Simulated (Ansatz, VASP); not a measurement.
One calculation of Sb, two programs

```
Sb
1.0
     2.18790    1.26319    3.84317
    -2.18790    1.26319    3.84317
     0.00000   -2.52637    3.84317
Sb
2
Direct
  0.23268 0.23268 0.23268
  0.76732 0.76732 0.76732
```

Alike in both runs: task single point; functional PBE; k mesh 9 × 9 × 9; occupations fermi-dirac, width 0.03 eV; no spin polarisation.

|  | VASP | Ansatz |
| --- | --- | --- |
| version | VASP 6.6.1 | Ansatz 0.2.0 |
| potentials or method | VASP PAW PBE potentials, release 64 (Sb), cutoff 520 eV | plane waves (420 eV) with PAW, scalar-relativistic |
| valence electrons in the cell | 10 | 30 |

Ansatz gave:

| Item | Value |
| --- | --- |
| pressure (GPa) | 0.0 |
| traceless stress, the component that is largest in VASP (GPa) | -0.03 |

Task: Estimate VASP's values.

Result: Pressure (GPa): 0.1; traceless stress, the component that is largest in VASP (GPa): -0.06.

VASP's potentials hold 10 valence electrons a cell and Ansatz's 30, so a difference there can come from the potentials and not from the codes.

Spin-orbit coupling is off throughout.
